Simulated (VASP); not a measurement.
Wanted: the native input for a VASP 6.6.1 run.

```
Task                   : single point
Functional             : PBE
Potentials or basis    : VASP PAW PBE potentials, release 64 (Mo_sv, S)
Cutoff                 : 520 eV
k mesh                 : 14 × 14 × 14
Occupations            : gaussian, width 0.1 eV
Spin                   : collinear spin, ferromagnetic start
Starting moments       : [0.5, 0.0] μB
Hubbard terms          : Mo d U = 4.38 eV
Dipole correction      : no
Further INCAR settings : ALGO = Normal; EDIFF = 1e-07; NBANDS = 21
```

The structure of MoS lies in POSCAR:

```
MoS
1.0
    0.0000000000      2.7373208118      2.7373208118
    2.7373208118      0.0000000000      2.7373208118
    2.7373208118      2.7373208118      0.0000000000
Mo S
1 1
Direct
    0.0000000000      0.0000000000      0.0000000000
    0.5000000000      0.5000000000      0.5000000000
```

These files were run (other wordings do the same):

INCAR

```
SYSTEM = MoS
PREC = Accurate ; ENCUT = 520
EDIFF = 1E-7 ; ISMEAR = 0
SIGMA = 0.1 ; LREAL = .False.
LASPH = .True. ; NELM = 150
ALGO = Normal ; ISIF = 2
LWAVE = .False. ; LCHARG = .False.
ISPIN = 2 ; MAGMOM = 0.5 0
LORBIT = 11 ; LMAXMIX = 4
LDAU = .True. ; LDAUTYPE = 2
LDAUL = 2 -1 ; LDAUU = 4.38 0
LDAUJ = 0 0 ; LDAUPRINT = 1
GGA = PE ; NBANDS = 21
```

KPOINTS

```
regular mesh
0
Gamma
  14 14 14
  0 0 0
```

Potentials or basis: VASP PAW PBE potentials, release 64 (Mo_sv, S).

Command:

```bash
$ cat potpaw_PBE.64/Mo_sv/POTCAR potpaw_PBE.64/S/POTCAR > POTCAR
$ mpirun -np 1 vasp_std > vasp.out
```

Results of the run:

```yaml
Pressure: -2.3 GPa
Net_moment: 3.93 μB per cell
Site_moments: Mo +3.53; S -0.09 μB
Valence_electrons_inside_the_program's_atomic_spheres: Mo 12.14; S 3.70
```

It took 3.6 min on 1 thread of AMD EPYC 9R14 (Zen 4), with other jobs on the host, peak memory 0.25 GiB.
